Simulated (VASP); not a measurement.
## In3GaP4: single point with PBEsol

Crystal: In3GaP4.

```
CELL_PARAMETERS angstrom
3.83346 0.00000 0.00000
-1.91673 3.31988 0.00000
0.00000 0.00000 13.99681
ATOMIC_POSITIONS crystal
Ga 0.34575 0.61701 0.99779
In 0.28668 0.68863 0.48245
In 0.67253 0.36854 0.22386
In 0.68279 0.31139 0.73750
P 0.34558 0.73250 0.17135
P 0.38828 0.64363 0.68546
P 0.65664 0.31320 0.42372
P 0.68229 0.30659 0.92275
```

```
Program             : VASP 6.6.1
Task                : single point
Functional          : PBEsol
Potentials or basis : VASP PAW PBE potentials, release 64 (Ga_d, In_d, P)
Cutoff              : 520 eV
k mesh              : 2 × 2 × 2
Occupations         : fermi-dirac, width 0.05 eV
Spin                : no spin polarisation
```

The largest force is 4.065 eV/Å.

Forces on the atoms (eV/Å):
```
Ga  -0.170  0.520 -0.708
In   2.133 -1.542  2.894
In  -0.420  1.959  2.783
In   2.630 -0.658  2.450
P    0.283 -1.979 -2.833
P   -2.671  0.688 -2.987
P   -2.059  1.476 -2.742
P    0.274 -0.463  1.142
```

Levels at points of the mesh, in eV from the Fermi level:
| k point | band 33 | band 34 | band 35 | band 36 | band 37 | band 38 | band 39 | band 40 |
| --- | --- | --- | --- | --- | --- | --- | --- | --- |
| (0.00, 0.00, 0.00) | -1.11 | -0.89 | -0.67 | -0.59 | -0.29 | 0.85 | 1.34 | 1.65 |
| (0.50, 0.00, 0.00) | -3.28 | -3.00 | -2.57 | -2.07 | 0.18 | 0.33 | 0.73 | 0.96 |
| (0.00, 0.50, 0.00) | -3.26 | -2.98 | -2.59 | -2.14 | 0.03 | 0.17 | 0.78 | 1.33 |
| (0.50, 0.50, 0.00) | -3.22 | -3.04 | -2.92 | -2.06 | -0.04 | 0.34 | 0.70 | 1.33 |
| (0.00, 0.00, 0.50) | -1.08 | -0.88 | -0.69 | -0.60 | 0.82 | 1.11 | 1.28 | 1.37 |
| (0.50, 0.00, 0.50) | -3.12 | -2.85 | -2.41 | -2.10 | -0.03 | 0.19 | 0.70 | 0.96 |
| (0.00, 0.50, 0.50) | -3.20 | -2.94 | -2.45 | -2.20 | 0.07 | 0.46 | 0.71 | 0.96 |
| (0.50, 0.50, 0.50) | -3.01 | -2.88 | -2.75 | -2.08 | -0.31 | 0.56 | 0.76 | 0.94 |

Wall time 2.9 min on 1 thread of Intel Xeon 8259CL, on a shared host, peak memory 0.32 GiB.

Caveat: the k points lie up to 0.95 Å⁻¹ apart, too coarse for converged energies and pressures of a metal; the cell carries a net charge on a neutralising background, which shifts energy and pressure; the cell is charged against a uniform background, so pressure and absolute levels hang on convention; the PAW data sets were made with another functional, which shifts forces and pressure a little; spin-orbit coupling is left out, which moves the levels of the heavy elements.
